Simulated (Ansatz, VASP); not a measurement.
# One calculation of Al2Au, two programs

File INCAR:

```
SYSTEM = Al2Au
  ALGO = Normal
  EDIFF = 1E-8
  ENCUT = 520
  GGA = CA
  ISIF = 2
  ISMEAR = -1
  LASPH = .True.
  LCHARG = .False.
  LEFG = .True.
  LREAL = .False.
  LWAVE = .False.
  NBANDS = 16
  NELM = 100
  PREC = Accurate
  SIGMA = 0.05
```

File KPOINTS:

```
k-points
0
Gamma
  11 11 11
  0 0 0
```

File POSCAR:

```
Al2Au
1.0
    0.0000000000      2.9899664802      2.9899664802
    2.9899664802      0.0000000000      2.9899664802
    2.9899664802      2.9899664802      0.0000000000
Al Au
2 1
Direct
    0.2500000000      0.2500000000      0.2500000000
    0.7500000000      0.7500000000      0.7500000000
    0.0000000000      0.0000000000      0.0000000000
```

Input for Ansatz:

```yaml
crystal:
  lattice:
    - [0.0, 2.9899664802, 2.9899664802]
    - [2.9899664802, 0.0, 2.9899664802]
    - [2.9899664802, 2.9899664802, 0.0]
  atoms:
    - { symbol: Al, position: [0.25, 0.25, 0.25] }
    - { symbol: Al, position: [0.75, 0.75, 0.75] }
    - { symbol: Au, position: [0.0, 0.0, 0.0] }
kpoints:
  mp_grid: { grid: [11, 11, 11] }
scf:
  occupations: { method: fermi_dirac, width: 0.05 }
hamiltonian:
  xc: lda
  pseudopotentials: { kind: paw }
output:
  forces: true
  stress: true
  eigenvalues: true
  efg: { contact_densities: true }
```

Change from the starting cell: volume scaled by 0.99, PAW files.

Alike in both runs: task electric field gradients; functional LDA; k mesh 11 × 11 × 11; occupations fermi-dirac, width 0.05 eV; no spin polarisation.

|  | VASP | Ansatz |
| --- | --- | --- |
| version | VASP 6.6.1 | Ansatz 0.2.0 |
| potentials or method | VASP PAW LDA potentials, release 64 (Al, Au) | PAW with Ansatz's default frozen-core files, scalar-relativistic |
| plane-wave cutoff (eV) | 520 | 420 |
| valence electrons in the cell | 17 | 25 |

VASP gave:

```
pressure (GPa) : -1.2
```

Q: Which values does Ansatz return?

A: Pressure (GPa): -1.4.

LDA's correlation is that of Perdew and Zunger in VASP and of Perdew and Wang (1992) in Ansatz. VASP's potentials hold 17 valence electrons a cell and Ansatz's 25, so a difference there can come from the potentials and not from the codes.

Spin-orbit coupling is off throughout.
